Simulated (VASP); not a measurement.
**Hg: relaxation of cell and atoms with PBE**

Crystal: Hg.

```xyz
1
Lattice="2.8025 0.0000 0.0000 -1.4013 2.4271 0.0000 0.0000 0.0000 2.6344" Properties=species:S:1:pos:R:3 pbc="T T T"
Hg    0.0000    0.0000    0.0000
```

```yaml
Program: VASP 6.6.1
Task: relaxation of cell and atoms
Functional: PBE
Potentials_or_basis: VASP PAW PBE potentials, release 64 (Hg)
Cutoff: 600 eV
k_mesh: 16 × 16 × 14
Occupations: fermi-dirac, width 0.05 eV
Spin: no spin polarisation
Target_pressure: 40 GPa
Dipole_correction: no
Further_INCAR_settings: ALGO = Normal; EDIFF = 1e-06; IBRION = 2; EDIFFG = -0.005; NSW = 60; ISIF = 3
```

```
Relaxed volume                                         : 18.53 Å³/atom
Relaxed cell                                           : a = 2.809 Å, b = 2.809 Å, c = 2.713 Å, α = 90.00°, β = 90.00°, γ = 120.00°
Space group after relaxing (to 0.05 Å)                 : P6/mmm (No. 191)
Energy change on relaxing (the enthalpy is what falls) : -177.2 meV/atom
Ionic steps                                            : 9
Pressure after relaxing                                : 40.0 GPa
Band gap on the k mesh                                 : zero (band 6 reaches 9.00 eV, above the bottom of band 7 at 2.84 eV)
```

The path:
| step | energy change (eV) | largest force (eV/Å) | pressure (GPa) | volume (Å³) |
| --- | --- | --- | --- | --- |
| 1 | 0.0000 | 0.0000 | 48.60 | 17.92 |
| 2 | -0.5449 | 0.0000 | 21.33 | 20.52 |
| 3 | -0.2008 | 0.0000 | 38.83 | 18.64 |
| 4 | -0.1942 | 0.0000 | 39.15 | 18.61 |
| 5 | -0.1723 | 0.0000 | 40.24 | 18.52 |
| 6 | -0.1802 | 0.0000 | 39.87 | 18.54 |
| 7 | -0.1798 | 0.0000 | 39.87 | 18.54 |
| 8 | -0.1719 | 0.0000 | 40.28 | 18.51 |
| 9 | -0.1772 | 0.0000 | 40.00 | 18.53 |

Final structure:
```
CELL_PARAMETERS angstrom
2.80874 0.00000 0.00000
-1.40437 2.43244 0.00000
0.00000 0.00000 2.71263
ATOMIC_POSITIONS crystal
Hg 0.00000 0.00000 0.00000
```

Levels at points of the mesh, in eV from the Fermi level:
```tsv
k point	band 2	band 3	band 4	band 5	band 6	band 7	band 8	band 9	band 10
(0.00, 0.00, 0.00)	-10.21	-8.46	-8.46	-6.35	-6.35	10.88	14.11	16.52	16.52
(0.50, 0.00, 0.00)	-9.60	-7.67	-6.64	-6.03	-3.12	-1.09	9.47	15.95	15.97
(0.00, 0.00, 0.50)	-8.22	-8.22	-7.49	-7.49	-3.90	-2.48	17.12	19.30	19.81
(0.50, 0.00, 0.50)	-9.79	-7.97	-5.93	-5.47	1.14	1.95	4.06	9.43	14.22
```

Run time: 4.4 min on 1 thread of Oxide Virtual Turin-like Processor (shared host), peak memory 0.16 GiB.

Caveat: the cell is relaxed towards a set pressure, so the enthalpy falls and the energy may rise; spin-orbit coupling is left out, which moves the levels of the heavy elements.
